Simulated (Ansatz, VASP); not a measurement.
# HfB in VASP and in Ansatz

```
Hf B
1.0
    -0.73035    2.00846    2.00846
     2.00846   -0.73035    2.00846
     2.00846    2.00846   -0.73035
Hf B
1 1
Direct
  0.50000 0.50000 0.50000
  0.00000 0.00000 0.00000
```

Alike in both runs: task single point; functional PBE; k mesh 20 × 20 × 20; occupations gaussian, width 0.15 eV; no spin polarisation.

|  | VASP | Ansatz |
| --- | --- | --- |
| version | VASP 6.6.1 | Ansatz 0.2.0 |
| potentials or method | VASP PAW PBE potentials, release 64 (Hf_pv, B), cutoff 520 eV | scalar-relativistic, plane waves, PAW |
| valence electrons in the cell | 13 | 29 |

Ansatz gave:

```
gap on the k mesh at the Fermi level (eV)                     : none
pressure (GPa)                                                : 21.6
traceless stress, the component that is largest in VASP (GPa) : 6.73
```

Q: Which values does VASP return?

A: gap on the k mesh at the Fermi level (eV): none; pressure (GPa): 21.4; traceless stress, the component that is largest in VASP (GPa): 6.60.

A gap of «none» marks a metal or a gap that the smearing closes. VASP's potentials hold 13 valence electrons a cell and Ansatz's 29, so a difference there can come from the potentials and not from the codes.

Neither program's run includes spin-orbit coupling.
